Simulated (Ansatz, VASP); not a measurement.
# Si2Mo in VASP and in Ansatz

```
Si Mo
1.0
    -3.19007    0.00000    0.00000
     0.00000   -3.19007    0.00000
     0.00000    0.00000   15.34277
Si Mo
8 4
Cartesian
  0.0000 0.0000 14.9980
  -1.5950 -1.5950 11.0873
  0.0000 0.0000 7.1766
  -1.5950 -1.5950 3.2659
  0.0000 0.0000 1.9353
  -1.5950 -1.5950 13.6674
  0.0000 0.0000 9.7567
  -1.5950 -1.5950 5.8460
  -1.5950 -1.5950 8.4666
  -3.1901 -3.1901 4.5560
  -1.5950 -1.5950 0.6453
  -3.1901 -3.1901 12.3773
```

Alike in both runs: task single point; functional PBEsol; k mesh 15 × 15 × 3; occupations gaussian, width 0.15 eV; no spin polarisation.

|  | VASP | Ansatz |
| --- | --- | --- |
| version | VASP 6.6.1 | Ansatz 0.2.0 |
| potentials or method | VASP PAW PBE potentials, release 64 (Si, Mo_sv), cutoff 520 eV | scalar-relativistic, plane waves, PAW |
| valence electrons in the cell | 88 | 88 |

VASP gave:

```
gap on the k mesh at the Fermi level (eV)                     : none
pressure (GPa)                                                : 7.5
traceless stress, the component that is largest in VASP (GPa) : 8.09
rms of the force components (eV/Å)                            : 1.226
```

**Question.** Which values does Ansatz return?

**Answer.** gap on the k mesh at the Fermi level (eV): none; pressure (GPa): 7.1; traceless stress, the component that is largest in VASP (GPa): 8.08; rms of the force components (eV/Å): 1.222.

VASP's potentials were made for PBE, not for PBEsol. Atom by atom the forces differ by 0.005 eV/Å (rms over components). A gap of «none» marks a metal or a gap that the smearing closes.
